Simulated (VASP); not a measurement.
The system is GaN.

```
Ga N
1.0
     0.00000    2.25350    2.25350
     2.25350    0.00000    2.25350
     2.25350    2.25350    0.00000
Ga N
1 1
Direct
  0.00000 0.00000 0.00000
  0.25000 0.25000 0.25000
```

```yaml
Program: VASP 6.6.1
Task: relaxation of cell and atoms
Functional: RPBE
Dispersion: D4
Potentials_or_basis: VASP PAW PBE potentials, release 64 (Ga_d, N)
Cutoff: 600 eV
k_mesh: 10 × 10 × 10
Occupations: fermi-dirac, width 0.05 eV
Spin: no spin polarisation
```

At the start: pressure -3.5 GPa; volume 11.44 Å³/atom.

Problem. How do energy, volume and symmetry change on relaxing?

Solution. Over 6 steps the energy falls by 2.5 meV/atom and the volume is 11.21 Å³/atom (-2.0 %); space group F-43m (No. 216, to 0.05 Å).

Step by step:
```csv
step,energy change (eV),largest force (eV/Å),pressure (GPa),volume (Å³)
1,0.0000,0.0000,-3.49,22.89
2,-0.0016,0.0000,3.09,22.07
3,-0.0050,0.0000,-0.42,22.44
4,-0.0050,0.0000,0.42,22.39
5,-0.0050,0.0000,0.15,22.41
6,-0.0050,0.0000,0.11,22.42
```

Final structure:
```
Ga N
1.0
     0.00000    2.23818    2.23818
     2.23818    0.00000    2.23818
     2.23818    2.23818    0.00000
Ga N
1 1
Cartesian
  0.0000 0.0000 0.0000
  1.1191 1.1191 1.1191
```

Caveat: the PAW data sets were made with another functional, which shifts forces and pressure a little.
